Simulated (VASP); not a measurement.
Sn: single point with LDA

Crystal: Sn.

```
Sn
1.0
    -2.93898    2.93898    1.60436
     2.93898   -2.93898    1.60436
     2.93898    2.93898   -1.60436
Sn
2
Direct
  0.00000 0.00000 0.00000
  0.75000 0.25000 0.50000
```

```
Program             : VASP 6.6.1
Task                : single point
Functional          : LDA
Potentials or basis : VASP PAW LDA potentials, release 64 (Sn_d)
Cutoff              : 520 eV
k mesh              : 10 × 10 × 10
Occupations         : fermi-dirac, width 0.1 eV
Spin                : no spin polarisation
```

```json
{"Pressure": "-2.9 GPa", "Band gap on the k mesh": "zero (band 14 reaches 8.87 eV, above the bottom of band 15 at 5.11 eV)"}
```

Stress tensor (GPa, compression positive):
```
-2.63  0.00  0.00
 0.00 -2.63  0.00
 0.00  0.00 -3.50
```

Levels at points of the mesh, in eV from the Fermi level:
```csv
k point,band 12,band 13,band 14,band 15,band 16,band 17
"(0.00, 0.00, 0.00)",-3.79,-1.93,-1.93,3.09,6.05,6.05
"(0.50, 0.00, 0.00)",-5.38,-2.38,-1.66,-1.13,2.30,2.74
"(0.50, 0.50, 0.00)",-8.82,0.59,0.59,1.52,1.52,5.82
"(0.50, 0.50, 0.50)",-7.55,-4.67,-4.67,4.89,4.89,9.07
```

It took 71 s on 1 thread of Intel(R) Xeon(R) Platinum 8259CL CPU @ 2.50GHz (Skylake/Cascade Lake), on a shared host, peak memory 0.23 GiB.

Caveat: spin-orbit coupling is left out, which moves the levels of the heavy elements.
